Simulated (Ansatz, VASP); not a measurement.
**Two plane-wave programs on Pt**

The input INCAR:

```
PREC = Accurate
ENCUT = 600
EDIFF = 1E-6
ISMEAR = 0
SIGMA = 0.1
LREAL = F
LASPH = T
NELM = 100
ALGO = Fast
ISIF = 3
LWAVE = F
LCHARG = F
GGA = CA
IBRION = 2
NSW = 100
EDIFFG = -0.002
```

The input KPOINTS:

```
regular mesh
0
Gamma
  16 16 16
```

The input POSCAR:

```
Pt
1.0
    0.0000000000      1.9456504825      1.9456504825
    1.9456504825      0.0000000000      1.9456504825
    1.9456504825      1.9456504825      0.0000000000
Pt
1
Direct
    0.0000000000      0.0000000000      0.0000000000
```

Input for Ansatz:

```yaml
crystal:
  lattice:
    - [0.0, 1.9456504825, 1.9456504825]
    - [1.9456504825, 0.0, 1.9456504825]
    - [1.9456504825, 1.9456504825, 0.0]
  atoms:
    - { symbol: Pt, position: [0.0, 0.0, 0.0] }
basis:
  ecutwfc: 420
kpoints:
  mp_grid: { grid: [16, 16, 16] }
hamiltonian:
  xc: lda
  pseudopotentials: { kind: paw, azcp: { folder: soft_1 } }
scf:
  occupations: { method: gaussian, width: 0.1 }
output:
  forces: true
  stress: true
  eigenvalues: true
  write_density: true
  write_potential: true
  elf: true
  volumetric_format: npy
relax:
  adjacent_minimum: "off"
  f_tol: 0.002
  max_steps: 80
  cell: { stress_tol: 0.02 }
```

Alike in both runs: task relaxation of cell and atoms; functional LDA; k mesh 16 × 16 × 16; occupations gaussian, width 0.1 eV; no spin polarisation.

```csv
,VASP,Ansatz
version,VASP 6.6.1,Ansatz 0.2.0
potentials or method,"VASP PAW LDA potentials, release 64 (Pt), cutoff 600 eV","scalar-relativistic, plane waves, PAW"
valence electrons in the cell,10,18
```

```tsv
	VASP	Ansatz	Ansatz less VASP
gap on the k mesh at the Fermi level, each at its own relaxed structure (eV)	none	none	-
relaxed volume (Å³/atom)	14.80	14.76	-0.040
relaxed cell length with the largest relative difference (Å)	2.756	2.753	-0.0025
```

Ansatz warns that its potentials were made for another functional, while VASP's fit it. LDA's correlation is that of Perdew and Zunger in VASP and of Perdew and Wang (1992) in Ansatz. A gap of «none» marks a metal or a gap that the smearing closes. VASP's potentials hold 10 valence electrons a cell and Ansatz's 18, so a difference there can come from the potentials and not from the codes.

Spin-orbit coupling is off throughout.
